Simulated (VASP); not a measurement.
# TiB4 (P6mm) in VASP: a series of runs

The runs below take TiB4 through single point, relaxation of cell and atoms, with PBE.

Everything below comes from runs of VASP 6.6.1. Logs are shortened: lines on timing, memory, paths and dates and some standing lists are left out, and cuts for length are marked.

## (1) The cell of the first run

It takes space group P6mm (No. 183, hexagonal). The conventional cell has a = 3.024 Å, b = 3.024 Å, c = 5.941 Å, α = 90.00°, β = 90.00°, γ = 120.00°. Within 2.5 Å of Ti (site symmetry 6mm) lie 12 B at 1.85 to 2.42 Å. Within 2.3 Å of B (site symmetry 3m) lie 4 B at 1.75 to 2.29 Å. Within 2.3 Å of B (site symmetry 3m) lie 4 B at 1.75 to 2.29 Å and 3 Ti at 1.85 Å.

## (2) Single point, PBE

INCAR reads:

```
ALGO = Normal ; EDIFF = 1E-6
ENCUT = 520 ; GGA = PE
ISIF = 2 ; ISMEAR = 0
LASPH = T ; LCHARG = F
LREAL = F ; LWAVE = F
NBANDS = 20 ; NELM = 60
PREC = Accurate ; SIGMA = 0.1
```

KPOINTS reads:

```
k-points
0
Gamma
  6 6 4
```

POSCAR reads:

```
TiB4
1.0
    3.0242057600      0.0000000000      0.0000000000
   -1.5121028800      2.6190390200      0.0000000000
    0.0000000000      0.0000000000      5.9408091500
Ti B
1 4
Direct
    0.0000000000      0.0000000000      0.3425573900
    0.3333333300      0.6666666700      0.6250629100
    0.6666666700      0.3333333300      0.6250629100
    0.3333333300      0.6666666700      0.2403603700
    0.6666666700      0.3333333300      0.2403603700
```

Potentials or basis: VASP PAW PBE potentials, release 64 (Ti_sv, B).

Command:

```
$ cat potpaw_PBE.64/Ti_sv/POTCAR potpaw_PBE.64/B/POTCAR > POTCAR
$ mpirun -np 1 vasp_std > vasp.out
```

OUTCAR:

```text
EDIFF = 1E-6
   ENCUT = 520
   GGA = PE
   ISIF = 2
   ISMEAR = 0
   LASPH = T
   LREAL = F
   NELM = 60
   PREC = Accurate

 ion  position               nearest neighbor table
   1  0.000  0.000  0.343-   4 1.85   5 1.85   5 1.85   4 1.85   5 1.85   4 1.85   2 2.42   3 2.42
                             2 2.42   3 2.42   3 2.42   2 2.42
   2  0.333  0.667  0.625-   3 1.75   3 1.75   3 1.75   1 2.42   1 2.42   1 2.42
   3  0.667  0.333  0.625-   2 1.75   2 1.75   2 1.75   1 2.42   1 2.42   1 2.42
   4  0.333  0.667  0.240-   5 1.75   5 1.75   5 1.75   1 1.85   1 1.85   1 1.85
   5  0.667  0.333  0.240-   4 1.75   4 1.75   4 1.75   1 1.85   1 1.85   1 1.85

  LATTYP: Found a hexagonal cell.
 ALAT       =     3.0242057600
 C/A-ratio  =     1.9644196267

  Lattice vectors:

 A1 = (   3.0242057600,   0.0000000000,   0.0000000000)
 A2 = (  -1.5121028800,   2.6190390200,   0.0000000000)
 A3 = (   0.0000000000,   0.0000000000,   5.9408091500)

Analysis of symmetry for initial positions (statically):
=====================================================================
 Subroutine PRICEL returns:
 Original cell was already a primitive cell.

 Routine SETGRP: Setting up the symmetry group for a
 hexagonal supercell.

 Subroutine GETGRP returns: Found 12 space group operations
 (whereof 12 operations were pure point group operations)
 out of a pool of 24 trial point group operations.

The static configuration has the point symmetry C_6v.

Analysis of symmetry for dynamics (positions and initial velocities):
=====================================================================
 Subroutine PRICEL returns:
 Original cell was already a primitive cell.

 Routine SETGRP: Setting up the symmetry group for a
 hexagonal supercell.

 Subroutine GETGRP returns: Found 12 space group operations
 (whereof 12 operations were pure point group operations)
 out of a pool of 24 trial point group operations.

The dynamic configuration has the point symmetry C_6v.

 Subroutine INISYM returns: Found 12 space group operations
 (whereof 12 operations are pure point group operations),
 and found     1 'primitive' translations

----------------------------------------------------------------------------------------

                                     Primitive cell
[... 91 lines left out ...]
   ENCUT  =  520.0 eV  38.22 Ry    6.18 a.u.   5.62  5.62 11.05*2*pi/ulx,y,z
   NELM   =     60;   NELMIN=  2; NELMDL= -5     # of ELM steps
   EDIFF  = 0.1E-05   stopping-criterion for ELM
   LREAL  =      F    real-space projection
   EDIFFG = 0.1E-04   stopping-criterion for IOM
   NSW    =      0    number of steps for IOM
   IBRION =     -1    ionic relax: 0-MD 1-quasi-New 2-CG
   NFREE  =      0    steps in history (QN), initial steepest desc. (CG)
   ISIF   =      2    stress and relaxation
   ISYM   =      2    0-nonsym 1-usesym 2-fastsym
   POTIM  = 0.5000    time-step for ionic-motion
   TEBEG  =    0.0;   TEEND  =   0.0 temperature during run
   PSTRESS=    0.0 pullay stress
   NELECT =      24.0000    total number of electrons
   NUPDOWN=      -1.0000    fix difference up-down
   EMIN   =  10.00;   EMAX   =-10.00  energy-range for DOS
   EFERMI =   0.00;   METHOD = LEGACY
   ISMEAR =     0;   SIGMA  =   0.10  broadening in eV -4-tet -1-fermi 0-gaus
   EFERMI_NEDOS =   21; number of points for ismear=-14 and -15
   IALGO  =     38    algorithm
   IMIX   =      4    mixing-type and parameters
     AMIX     =   0.40;   BMIX     =  1.00
     AMIX_MAG =   1.60;   BMIX_MAG =  1.00
  volume/ion in A,a.u.               =       9.41        63.51
  Fermi-wavevector in a.u.,A,eV,Ry     =   1.308014  2.471787 23.278204  1.710900
  Thomas-Fermi vector in A             =   2.438709
   LORBIT       =      0    0 simple, 1 ext, 2 COOP (PROOUT), +10 PAW based schemes
   GGA     = PE    functional components
   LHFCALC =     F    Hartree Fock is set to
   AEXX    =    0.0000 exact exchange contribution
   IVDW    =     0    specifies the selected vdW correction
   LEPSILON=     F    determine dielectric tensor
   LRPA    =     F    only Hartree local field effects (RPA)
 non-spin polarized calculation
 Gauss-broadening in eV      SIGMA  =   0.10
  energy-cutoff  :      520.00
  volume of cell :       47.05
 maximum number of plane-waves:      1288
 NGX is ok and might be reduce to    24
   NGX = 11   NGY = 11   NGZ = 23

 number of electron      24.0000001 magnetization

 Free energy of the ion-electron system (eV)
  ---------------------------------------------------
  ext. energy  EPLUGINS =         0.00000000
  ---------------------------------------------------
  free energy    TOTEN  =       -29.13785618 eV

  energy without entropy =      -29.13045118  energy(sigma->0) =      -29.13415368

 E-fermi :   6.0628     XC(G=0): -10.8753

 val. band max:        6.0308296529   @ k =   0.1667   0.1667   0.0000
 cond. band min:       6.1048017753   @ k =   0.1667   0.1667   0.2500
 fundamental gap:      0.0739721225
 Fermi energy:         6.0627968671

 k-point     1 :       0.0000    0.0000    0.0000
  band No.  band energies     occupation
      1     -50.3375      2.00000
      2     -26.8648      2.00000
      3     -26.8648      2.00000
      4     -26.5166      2.00000
      5      -7.4653      2.00000
      6      -3.8299      2.00000
[... 472 lines left out ...]
     19      12.8234      0.00000
     20      15.7052      0.00000

------------------------ aborting loop because EDIFF is reached ----------------------------------------

  FORCE on cell =-STRESS in cart. coord.  units (eV):
  Direction    XX          YY          ZZ          XY          YZ          ZX
  --------------------------------------------------------------------------------------
  -------------------------------------------------------------------------------------
  Total       21.8569126     21.8569127     10.5716757      0.0000000     -0.0000000      0.0000000
  in kB      744.2185510    744.2185541    359.9610476      0.0000000     -0.0000000      0.0000000
  external PRESSURE =     616.1327176 kB  Pullay stress =       0.0000000 kB

 VOLUME and BASIS-vectors are now :
 -----------------------------------------------------------------------------
  energy-cutoff  :      520.00
  volume of cell :       47.05
      direct lattice vectors                 reciprocal lattice vectors
     3.024205760  0.000000000  0.000000000     0.330665331  0.190909718  0.000000000
    -1.512102880  2.619039020  0.000000000     0.000000000  0.381819435  0.000000000
     0.000000000  0.000000000  5.940809150     0.000000000  0.000000000  0.168327239

 POSITION                                       TOTAL-FORCE (eV/Angst)
 -----------------------------------------------------------------------------------
      0.00000      0.00000      2.03507        -0.000000      0.000000     14.227585
     -0.00000      1.74603      3.71338         0.000000     -0.000000      0.382733
      1.51210      0.87301      3.71338        -0.000000     -0.000000      0.382733
     -0.00000      1.74603      1.42794        -0.000000      0.000000     -7.496525
      1.51210      0.87301      1.42794         0.000000     -0.000000     -7.496525
 -----------------------------------------------------------------------------------
    total drift:                               -0.000000     -0.000000     -0.000204

  FREE ENERGIE OF THE ION-ELECTRON SYSTEM (eV)
  ---------------------------------------------------
  free  energy   TOTEN  =       -29.1378561773 eV

  energy  without entropy=      -29.1304511790  energy(sigma->0) =      -29.13415368
```

OSZICAR:

```text
N       E                     dE             d eps       ncg     rms          rms(c)
DAV:   1     0.215228478342E+03    0.21523E+03   -0.12301E+04   840   0.129E+03
DAV:   2    -0.125360495738E+02   -0.22776E+03   -0.21903E+03   860   0.366E+02
DAV:   3    -0.332810139902E+02   -0.20745E+02   -0.20407E+02  1488   0.975E+01
DAV:   4    -0.338870196092E+02   -0.60601E+00   -0.60420E+00  1040   0.154E+01
DAV:   5    -0.339037391924E+02   -0.16720E-01   -0.16717E-01  1252   0.221E+00    0.329E+01
DAV:   6    -0.296133079904E+02    0.42904E+01   -0.14193E+01  1016   0.411E+01    0.107E+01
DAV:   7    -0.293900066971E+02    0.22330E+00   -0.78382E+00  1072   0.207E+01    0.838E+00
DAV:   8    -0.291091334090E+02    0.28087E+00   -0.23668E+00  1228   0.101E+01    0.323E+00
DAV:   9    -0.291369381824E+02   -0.27805E-01   -0.21298E-01  1076   0.337E+00    0.807E-01
DAV:  10    -0.291376938955E+02   -0.75571E-03   -0.27591E-02  1188   0.114E+00    0.192E-01
DAV:  11    -0.291377974098E+02   -0.10351E-03   -0.28124E-03  1096   0.470E-01    0.155E-01
DAV:  12    -0.291378385836E+02   -0.41174E-04   -0.82861E-04  1000   0.211E-01    0.193E-02
DAV:  13    -0.291378516721E+02   -0.13088E-04   -0.65414E-05  1084   0.847E-02    0.185E-02
DAV:  14    -0.291378557557E+02   -0.40836E-05   -0.11969E-05   992   0.349E-02    0.661E-03
DAV:  15    -0.291378561773E+02   -0.42160E-06   -0.19609E-06   940   0.143E-02
   1 F= -.29137856E+02 E0= -.29134154E+02  d E =-.740500E-02
```

Wall time 41 s (1 thread of AMD EPYC 7R43 (Zen 3), shared host); peak memory 0.13 GiB.

What came out:

```yaml
Free_energy: -29.1379 eV
Pressure: 61.6 GPa
Largest_force: 14.228 eV/Å
Band_gap_on_the_k_mesh: zero (band 12 reaches 6.19 eV, above the bottom of band 13 at 6.03 eV)
```

Forces in eV/Å, atoms in the order of the input:
```
Ti   0.000  0.000 14.228
B    0.000  0.000  0.383
B    0.000  0.000  0.383
B    0.000  0.000 -7.497
B    0.000  0.000 -7.497
```

Caveat: the k points lie up to 0.40 Å⁻¹ apart; this functional lacks dispersion, which binds the layers, so the pressure and a relaxed spacing across them are unreliable; forces of over 1 eV/Å act on the atoms, so gaps and moduli don't describe the material at rest.

## (3) Relaxation of cell and atoms, PBE

INCAR reads:

```
PREC = Accurate
ENCUT = 600
EDIFF = 1E-7
ISMEAR = 0
SIGMA = 0.1
LREAL = False
LASPH = True
NELM = 100
ALGO = Normal
ISIF = 3
LWAVE = False
LCHARG = False
GGA = PE
IBRION = 2
NSW = 90
EDIFFG = -0.04
```

KPOINTS reads:

```
Automatic mesh
0
Gamma
  6 6 4
```

POSCAR is that of step 2.

Potentials or basis: VASP PAW PBE potentials, release 64 (Ti_sv, B).

Command:

```
$ cat potpaw_PBE.64/Ti_sv/POTCAR potpaw_PBE.64/B/POTCAR > POTCAR
$ mpirun -np 1 vasp_std > vasp.out
```

It took 14 min on 1 thread of AMD EPYC 7R43 (Zen 3), shared host; peak memory 0.15 GiB.

Results (log left out):

* Free energy: -36.8433 eV
* Relaxed volume: 8.07 Å³/atom
* Relaxed cell: a = 3.040 Å, b = 3.040 Å, c = 5.043 Å, α = 90.00°, β = 90.00°, γ = 120.00°
* Space group after relaxing (to 0.05 Å): P6/mmm (No. 191)
* Energy gained by relaxing: 1540.4 meV/atom
* Ionic steps: 35
* Pressure after relaxing: -0.1 GPa
* Largest force after relaxing: 0.026 eV/Å
* Band gap on the k mesh: zero (band 12 reaches 9.38 eV, above the bottom of band 13 at 8.37 eV)

Forces in eV/Å, atoms in the order of the input:
```
Ti   0.000  0.000  0.026
B    0.000  0.000  0.004
B    0.000  0.000  0.004
B    0.000  0.000 -0.017
B    0.000  0.000 -0.017
```

Stress tensor (GPa, compression positive):
```
-0.13  0.00  0.00
 0.00 -0.13  0.00
 0.00  0.00 -0.05
```

Step by step:
| step | energy change (eV) | largest force (eV/Å) | pressure (GPa) | volume (Å³) |
| --- | --- | --- | --- | --- |
| 1 | 0.0000 | 14.2270 | 61.56 | 47.05 |
| 2 | -0.9846 | 0.8977 | -33.42 | 76.00 |
| 3 | -4.7485 | 1.4439 | -15.70 | 58.76 |
| 4 | -4.7882 | 1.8903 | -12.78 | 57.83 |
| 5 | -4.7941 | 2.2551 | -10.25 | 57.11 |
| 6 | -5.6109 | 1.0427 | 0.11 | 53.18 |
| 7 | -5.6840 | 1.2077 | 6.24 | 51.71 |
| 8 | -5.8767 | 0.6874 | -1.75 | 53.37 |
| 9 | -5.8785 | 0.7016 | -2.40 | 53.53 |
| 10 | -5.9311 | 0.3499 | -1.01 | 52.55 |
| 11 | -5.9699 | 0.6245 | 3.01 | 50.45 |
| 12 | -5.9910 | 0.7423 | 2.38 | 50.26 |
| 13 | -6.0509 | 1.0997 | 0.64 | 49.67 |
| 14 | -6.1608 | 2.0504 | -2.51 | 48.46 |
| 15 | -6.3130 | 4.4747 | -5.62 | 45.88 |
| 16 | -6.3337 | 4.5527 | -5.82 | 45.74 |
| 17 | -6.3937 | 4.7944 | -6.28 | 45.33 |
| 18 | -6.5009 | 5.3566 | -6.68 | 44.48 |
| 19 | -6.5125 | 6.5419 | -3.84 | 42.73 |
| 20 | -6.5551 | 5.8412 | -6.12 | 43.74 |
| 21 | -6.5605 | 6.0816 | -5.53 | 43.35 |
| 22 | -6.6848 | 5.8499 | -5.58 | 43.00 |
| 23 | -6.9398 | 5.2337 | -4.21 | 41.96 |
| 24 | -6.3490 | 4.5895 | 10.01 | 39.87 |
| 25 | -6.9517 | 5.1575 | -3.21 | 41.67 |
| 26 | -6.9564 | 4.9860 | -2.16 | 41.39 |
| 27 | -7.1598 | 4.2384 | -2.85 | 41.28 |
| 28 | -7.5753 | 1.9415 | -3.49 | 40.94 |
| 29 | -7.5146 | 2.5266 | 2.96 | 40.22 |
| 30 | -7.6931 | 0.2782 | -1.90 | 40.62 |
| 31 | -7.6933 | 0.2628 | -2.02 | 40.63 |
| 32 | -7.6971 | 0.2034 | -1.17 | 40.49 |
| 33 | -7.7005 | 0.0703 | 0.85 | 40.18 |
| 34 | -7.7013 | 0.0462 | 0.57 | 40.23 |
| 35 | -7.7019 | 0.0262 | -0.10 | 40.35 |

Final structure:
```cif
data_structure
_symmetry_space_group_name_H-M 'P 1'
_symmetry_Int_Tables_number 1
_cell_length_a 3.0396
_cell_length_b 3.0396
_cell_length_c 5.0429
_cell_angle_alpha 90.000
_cell_angle_beta 90.000
_cell_angle_gamma 120.000
_cell_volume 40.35
loop_
_atom_site_label
_atom_site_type_symbol
_atom_site_fract_x
_atom_site_fract_y
_atom_site_fract_z
_atom_site_occupancy
Ti1 Ti 0.00000 0.00000 0.41450 1
B1 B 0.33333 0.66667 0.72419 1
B2 B 0.66667 0.33333 0.72419 1
B3 B 0.33333 0.66667 0.10526 1
B4 B 0.66667 0.33333 0.10526 1
```

Levels at points of the mesh, in eV from the Fermi level:
```tsv
k point	band 9	band 10	band 11	band 12	band 13	band 14	band 15	band 16
(0.00, 0.00, 0.00)	-2.36	0.35	1.00	1.00	1.13	1.13	2.28	2.28
(0.50, 0.00, 0.00)	-3.73	-3.61	-3.39	-2.74	0.47	2.98	3.40	3.98
(0.00, 0.00, 0.50)	-1.34	-1.34	-1.16	-1.16	0.74	0.74	3.89	3.89
(0.50, 0.00, 0.50)	-4.42	-3.52	-1.61	-1.39	0.97	2.99	3.00	3.46
```

Caveat: the k points lie up to 0.40 Å⁻¹ apart in the final cell; this functional lacks dispersion, which binds the layers, so the pressure and a relaxed spacing across them are unreliable.
